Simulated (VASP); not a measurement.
Set up this calculation in VASP 6.6.1, as the native input.

```
Task                   : single point
Functional             : PBE
Potentials or basis    : VASP PAW PBE potentials, release 64 (C_h, N_h)
Cutoff                 : 1330 eV
k mesh                 : 4 × 4 × 6
Occupations            : gaussian, width 0.1 eV
Spin                   : no spin polarisation
Dipole correction      : no
Further INCAR settings : ALGO = Normal; EDIFF = 1e-06; NBANDS = 18
```

The structure of C4N lies in POSCAR:

```
C4N
1.0
    4.3145768087     -2.3842131683      0.0000000000
    4.3145768087      2.3842131683      0.0000000000
    0.0000000000      0.0000000000      2.5617803250
C N
4 1
Direct
    0.7625571990      0.2374428010      0.5000000000
    0.0808436346      0.0808436346      0.0000000000
    0.9191563654      0.9191563654      0.0000000000
    0.2374428010      0.7625571990      0.5000000000
    0.5000000000      0.5000000000      0.5000000000
```

The cell was generated, and may not be a known phase.

One way to write it, as run:

INCAR

```
PREC = Accurate ; ENCUT = 1330
EDIFF = 1E-6 ; ISMEAR = 0
SIGMA = 0.1 ; LREAL = F
LASPH = T ; NELM = 120
ALGO = Normal ; ISIF = 2
LWAVE = F ; LCHARG = F
GGA = PE ; NBANDS = 18
GGA_COMPAT = F
```

KPOINTS

```
regular mesh
0
Gamma
  4 4 6
```

Potentials or basis: VASP PAW PBE potentials, release 64 (C_h, N_h).

Launch:

```console
$ cat potpaw_PBE.64/C_h/POTCAR potpaw_PBE.64/N_h/POTCAR > POTCAR
$ mpirun -np 1 vasp_std > vasp.out
```

It gave:

- Pressure: -0.2 GPa
- Largest force: 0.024 eV/Å
- Band gap on the k mesh: zero (an odd number of electrons rules out a gap without spin polarisation)

Caveat: the k points lie up to 0.41 Å⁻¹ apart, too coarse for converged energies and pressures of a metal; an odd number of electrons without spin polarisation forces a metal; a magnetic or distorted state may lie lower.

Run time: 110 s on 1 thread of Intel(R) Xeon(R) Platinum 8375C CPU @ 2.90GHz (Ice Lake), on a shared host, peak memory 0.35 GiB.
